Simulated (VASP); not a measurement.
# PbO2 (P4_2/mnm) in VASP: a series of runs, part 2 of 2

VASP 6.6.1. The steps go on from the part before.

### 6 Single point, PBE (uniaxial z strain +1.0%)

INCAR reads:

```
ALGO = Normal
EDIFF = 1E-6
ENCUT = 520
GGA = PE
ISIF = 2
ISMEAR = -1
LASPH = True
LCHARG = False
LREAL = False
LWAVE = False
NBANDS = 35
NELM = 80
PREC = Accurate
SIGMA = 0.02
```

KPOINTS reads:

```
k-points
0
Gamma
  6 6 8
```

POSCAR reads:

```
PbO2
1.0
    4.9838460811      0.0000000000      0.0000000000
    0.0000000000      4.9838460811      0.0000000000
    0.0000000000      0.0000000000      3.4416985261
Pb O
2 4
Direct
    0.0000000000      0.0000000000      0.0000000000
    0.5000000000      0.5000000000      0.5000000000
    0.3075531877      0.3075531877      0.0000000000
    0.1924468123      0.8075531877      0.5000000000
    0.8075531877      0.1924468123      0.5000000000
    0.6924468123      0.6924468123      0.0000000000
```

Potentials or basis: VASP PAW PBE potentials, release 64 (Pb_d, O).

Command:

```
cat potpaw_PBE.64/Pb_d/POTCAR potpaw_PBE.64/O/POTCAR > POTCAR
mpirun -np 1 vasp_std > vasp.out
```

OUTCAR:

```text
EDIFF = 1E-6
   ENCUT = 520
   GGA = PE
   ISIF = 2
   ISMEAR = -1
   LASPH = True
   LREAL = False
   NELM = 80
   PREC = Accurate

 ion  position               nearest neighbor table
   1  0.000  0.000  0.000-   3 2.17   6 2.17   5 2.19   4 2.19   4 2.19   5 2.19   2 3.92   2 3.92
                             2 3.92   2 3.92   2 3.92   2 3.92   2 3.92   2 3.92
   2  0.500  0.500  0.500-   4 2.17   5 2.17   3 2.19   6 2.19   3 2.19   6 2.19   1 3.92   1 3.92
                             1 3.92   1 3.92   1 3.92   1 3.92   1 3.92   1 3.92
   3  0.308  0.308  0.000-   1 2.17   2 2.19   2 2.19
   4  0.192  0.808  0.500-   2 2.17   1 2.19   1 2.19
[... 1124 lines left out ...]
  Total        2.6161379      2.6161379      2.5077961     -0.0000000      0.0000000      0.0000000
  in kB       49.0308189     49.0308189     47.0003110     -0.0000000      0.0000000      0.0000000
  external PRESSURE =      48.3539829 kB  Pullay stress =       0.0000000 kB

 VOLUME and BASIS-vectors are now :
 -----------------------------------------------------------------------------
  energy-cutoff  :      520.00
  volume of cell :       85.49
      direct lattice vectors                 reciprocal lattice vectors
     4.983846081  0.000000000  0.000000000     0.200648251  0.000000000  0.000000000
     0.000000000  4.983846081  0.000000000     0.000000000  0.200648251  0.000000000
     0.000000000  0.000000000  3.441698526     0.000000000  0.000000000  0.290554211

 POSITION                                       TOTAL-FORCE (eV/Angst)
 -----------------------------------------------------------------------------------
      0.00000      0.00000      0.00000         0.000000     -0.000000      0.000000
      2.49192      2.49192      1.72085         0.000000     -0.000000      0.000000
      1.53280      1.53280      0.00000        -0.020037     -0.020037      0.000000
      0.95913      4.02472      1.72085         0.020037     -0.020037      0.000000
      4.02472      0.95913      1.72085        -0.020037      0.020037     -0.000000
      3.45105      3.45105      0.00000         0.020037      0.020037     -0.000000
 -----------------------------------------------------------------------------------
    total drift:                                0.000000     -0.000000     -0.000000

  FREE ENERGIE OF THE ION-ELECTRON SYSTEM (eV)
  ---------------------------------------------------
  free  energy   TOTEN  =       -31.8116035783 eV

  energy  without entropy=      -31.8110104113  energy(sigma->0) =      -31.81130699
```

OSZICAR:

```text
N       E                     dE             d eps       ncg     rms          rms(c)
DAV:   1     0.683960766633E+03    0.68396E+03   -0.25811E+04  3500   0.181E+03
DAV:   2     0.557713218170E+02   -0.62819E+03   -0.59676E+03  3790   0.498E+02
DAV:   3    -0.328240965879E+02   -0.88595E+02   -0.85886E+02  4139   0.206E+02
DAV:   4    -0.374103252489E+02   -0.45862E+01   -0.45373E+01  4482   0.487E+01
DAV:   5    -0.375595222125E+02   -0.14920E+00   -0.14895E+00  4503   0.901E+00    0.141E+01
DAV:   6    -0.318187054969E+02    0.57408E+01   -0.17840E+01  5310   0.507E+01    0.453E+00
DAV:   7    -0.318442707573E+02   -0.25565E-01   -0.16979E+00  4029   0.958E+00    0.278E+00
DAV:   8    -0.318374952948E+02    0.67755E-02   -0.37943E-01  5499   0.582E+00    0.119E+00
DAV:   9    -0.318099429754E+02    0.27552E-01   -0.78726E-02  5362   0.370E+00    0.129E-01
DAV:  10    -0.318117029553E+02   -0.17600E-02   -0.11195E-02  3920   0.581E-01    0.142E-01
DAV:  11    -0.318116240514E+02    0.78904E-04   -0.38070E-04  5572   0.215E-01    0.540E-02
DAV:  12    -0.318116063548E+02    0.17697E-04   -0.73929E-05  4360   0.599E-02    0.167E-02
DAV:  13    -0.318116040320E+02    0.23228E-05   -0.82988E-06  4340   0.319E-02    0.278E-03
DAV:  14    -0.318116035783E+02    0.45368E-06   -0.19534E-06  3326   0.169E-02
   1 F= -.31811604E+02 E0= -.31811307E+02  d E =-.593167E-03
```

stdout:

```text
POSCAR found type information on POSCAR PbO
 POSCAR found :  2 types and       6 ions
 scaLAPACK will be used
 LDA part: xc-table for (Slater+PW92), standard interpolation
 POSCAR, INCAR and KPOINTS ok, starting setup
 FFT: planning ... GRIDC
 FFT: planning ... GRID_SOFT
 FFT: planning ... GRID
 WAVECAR not read
 entering main loop
```

It took 2.2 min on 1 thread of Intel Xeon Platinum 8259CL at 2.50GHz (Skylake/Cascade Lake), shared host; peak memory 0.27 GiB.

Results:

| Quantity | Value |
| --- | --- |
| Free energy | -31.8116 eV |
| Pressure | 4.8 GPa |
| Largest force | 0.028 eV/Å |
| Band gap on the k mesh | 0.06 eV (least direct gap 0.10 eV) |

Forces in eV/Å, atoms in the order of the input:
```
Pb   0.000  0.000  0.000
Pb   0.000  0.000  0.000
O   -0.020 -0.020  0.000
O    0.020 -0.020  0.000
O   -0.020  0.020  0.000
O    0.020  0.020  0.000
```

Levels at points of the mesh, in eV from the valence-band top:
| k point | band 22 | band 23 | band 24 | band 25 | band 26 | band 27 | band 28 | band 29 | band 30 | band 31 |
| --- | --- | --- | --- | --- | --- | --- | --- | --- | --- | --- |
| (0.00, 0.00, 0.00) | -0.70 | -0.61 | -0.61 | -0.56 | -0.56 | 0.10 | 4.14 | 5.83 | 5.83 | 9.71 |
| (0.50, 0.00, 0.00) | -1.29 | -0.65 | -0.65 | -0.35 | -0.35 | 2.38 | 2.38 | 6.42 | 6.42 | 9.80 |
| (0.50, 0.50, 0.00) | -1.54 | -0.67 | -0.67 | -0.44 | -0.44 | 2.76 | 2.76 | 6.70 | 6.70 | 10.14 |
| (0.00, 0.00, 0.50) | -1.98 | -1.07 | -1.07 | -0.75 | -0.75 | 3.69 | 3.69 | 8.90 | 8.90 | 9.54 |
| (0.50, 0.00, 0.50) | -1.04 | -0.74 | -0.74 | -0.18 | -0.18 | 4.01 | 4.01 | 7.35 | 7.35 | 9.83 |
| (0.50, 0.50, 0.50) | -1.79 | -0.64 | -0.64 | -0.48 | -0.48 | 2.79 | 2.79 | 8.34 | 8.34 | 9.73 |

Caveat: the cell differs from its parent crystal (uniaxial z strain +1.0%); the cell stands under pressure; spin-orbit coupling is left out, which moves the levels of the heavy elements.

### 7 Single point, PBE (uniaxial z strain +2.0%)

INCAR reads:

```
SYSTEM = PbO2
ALGO = Normal ; EDIFF = 1E-6
ENCUT = 520 ; GGA = PE
ISIF = 2 ; ISMEAR = -1
LASPH = .TRUE. ; LCHARG = .FALSE.
LREAL = .FALSE. ; LWAVE = .FALSE.
NBANDS = 35 ; NELM = 80
PREC = Accurate ; SIGMA = 0.02
```

KPOINTS reads:

```
k-points
0
G
  6 6 8
  0 0 0
```

POSCAR reads:

```
PbO2
1.0
    4.9838460811      0.0000000000      0.0000000000
    0.0000000000      4.9838460811      0.0000000000
    0.0000000000      0.0000000000      3.4757747491
Pb O
2 4
Direct
    0.0000000000      0.0000000000      0.0000000000
    0.5000000000      0.5000000000      0.5000000000
    0.3077420961      0.3077420961      0.0000000000
    0.1922579039      0.8077420961      0.5000000000
    0.8077420961      0.1922579039      0.5000000000
    0.6922579039      0.6922579039      0.0000000000
```

Command:

```
cat potpaw_PBE.64/Pb_d/POTCAR potpaw_PBE.64/O/POTCAR > POTCAR
mpirun -np 1 vasp_std > vasp.out
```

Wall time 2 min (1 thread of Intel Xeon Platinum 8259CL at 2.50GHz (Skylake/Cascade Lake), shared host); peak memory 0.27 GiB.

Results (log left out):

```
Free energy            : -31.8307 eV
Pressure               : 3.2 GPa
Largest force          : 0.016 eV/Å
Band gap on the k mesh : 0.03 eV (least direct gap 0.08 eV)
```

Forces on the atoms (eV/Å):
```
Pb   0.000  0.000  0.000
Pb   0.000  0.000  0.000
O   -0.011 -0.011  0.000
O    0.011 -0.011  0.000
O   -0.011  0.011  0.000
O    0.011  0.011  0.000
```

Stress tensor (GPa, compression positive):
```
3.71 0.00 0.00
0.00 3.71 0.00
0.00 0.00 2.19
```

Levels at points of the mesh, in eV from the valence-band top:
```tsv
k point	band 22	band 23	band 24	band 25	band 26	band 27	band 28	band 29	band 30	band 31
(0.00, 0.00, 0.00)	-0.78	-0.64	-0.64	-0.54	-0.54	0.10	3.99	5.74	5.74	9.62
(0.50, 0.00, 0.00)	-1.28	-0.67	-0.67	-0.34	-0.34	2.31	2.31	6.32	6.32	9.75
(0.50, 0.50, 0.00)	-1.52	-0.70	-0.70	-0.42	-0.42	2.64	2.64	6.61	6.61	10.09
(0.00, 0.00, 0.50)	-1.97	-1.06	-1.06	-0.74	-0.74	3.59	3.59	8.86	8.86	9.37
(0.50, 0.00, 0.50)	-1.03	-0.72	-0.72	-0.18	-0.18	3.92	3.92	7.31	7.31	9.67
(0.50, 0.50, 0.50)	-1.76	-0.63	-0.63	-0.46	-0.46	2.71	2.71	8.29	8.29	9.57
```

Caveat: the cell differs from its parent crystal (uniaxial z strain +2.0%); the cell stands under pressure; spin-orbit coupling is left out, which moves the levels of the heavy elements. A k mesh can miss the band edges.

### 8 Summary

```tsv
cell	gap on the mesh (eV)	pressure (GPa)	largest force (eV/Å)
a = 4.984, b = 4.984, c = 3.271 Å, 6 atoms, atomic positions A	0.11	14.9	0.08
a = 4.984, b = 4.984, c = 3.305 Å, 6 atoms, atomic positions A	0.11	12.6	0.07
a = 4.984, b = 4.984, c = 3.339 Å, 6 atoms, atomic positions A	0.10	10.5	0.06
a = 4.984, b = 4.984, c = 3.374 Å, 6 atoms, atomic positions A	0.10	8.5	0.06
a = 4.984, b = 4.984, c = 3.442 Å, 6 atoms, atomic positions B	0.06	4.8	0.03
a = 4.984, b = 4.984, c = 3.476 Å, 6 atoms, atomic positions B	0.03	3.2	0.02
```

Alike in all rows: task single point; level PBE; potentials or basis VASP PAW PBE potentials, release 64 (Pb_d, O); no spin polarisation; k mesh 6 × 6 × 8; cutoff (eV) 520; smearing fermi-dirac 0.02 eV.

Caveats: the cell stands under pressure; spin-orbit coupling is left out, which moves the levels of the heavy elements.

Absolute energies hang on the potentials; compare differences alone.
